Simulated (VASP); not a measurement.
Wanted: the native input for a VASP 6.6.1 run.

```yaml
Task: single point
Functional: r2SCAN
Potentials_or_basis: VASP PAW PBE potentials, release 64 (Rb_sv)
Cutoff: 520 eV
k_mesh: 4 × 5 × 2
Occupations: methfessel-paxton, width 0.15 eV
Spin: no spin polarisation
Dipole_correction: no
Further_INCAR_settings: ALGO = Normal; EDIFF = 1e-06; NBANDS = 26
```

Rb:

```xyz
4
Lattice="5.7400 0.0000 0.0000 0.0000 4.6400 0.0000 0.0000 0.0000 12.3800" Properties=species:S:1:pos:R:3 pbc="T T T"
Rb    0.2698    1.1600   11.0553
Rb    2.6002    3.4800    4.8653
Rb    3.1398    1.1600    7.5147
Rb    5.4702    3.4800    1.3247
```

The input as run:

POSCAR

```
Rb
1.0
    5.7400000000      0.0000000000      0.0000000000
    0.0000000000      4.6400000000      0.0000000000
    0.0000000000      0.0000000000     12.3800000000
Rb
4
Direct
    0.0470000000      0.2500000000      0.8930000000
    0.4530000000      0.7500000000      0.3930000000
    0.5470000000      0.2500000000      0.6070000000
    0.9530000000      0.7500000000      0.1070000000
```

INCAR.step1

```
  PREC = Accurate
  ENCUT = 520
  ISMEAR = 1
  SIGMA = 0.15
  LREAL = False
  LASPH = True
  NELM = 100
  NBANDS = 26
  GGA = PE
  ALGO = Normal
  EDIFF = 1E-4
  LWAVE = True
  LCHARG = False
```

INCAR.step2

```
  PREC = Accurate
  ENCUT = 520
  EDIFF = 1E-6
  ISMEAR = 1
  SIGMA = 0.15
  LREAL = False
  LASPH = True
  NELM = 100
  ALGO = Normal
  ISIF = 2
  LWAVE = False
  LCHARG = False
  METAGGA = R2SCAN
  LMIXTAU = True
  NBANDS = 26
  ISTART = 1
```

KPOINTS

```
regular mesh
0
Gamma
  4 5 2
```

Potentials or basis: VASP PAW PBE potentials, release 64 (Rb_sv).

The run is started by

```sh
$ cat potpaw_PBE.64/Rb_sv/POTCAR > POTCAR
$ cp INCAR.step1 INCAR
$ mpirun -np 1 vasp_std > vasp.out
$ cp INCAR.step2 INCAR
$ mpirun -np 1 vasp_std > vasp.out
```

Results of the run:

```yaml
Pressure: 1.0 GPa
Largest_force: 0.696 eV/Å
Band_gap_on_the_k_mesh: zero (band 18 reaches 0.72 eV, above the bottom of band 19 at -0.55 eV)
```

Caveat: the PAW data sets were made with another functional, which shifts forces and pressure a little.

Wall time 6.8 min on 1 thread of AMD EPYC 9R45 96-Core Processor (Zen 5), on a shared host, peak memory 0.44 GiB.
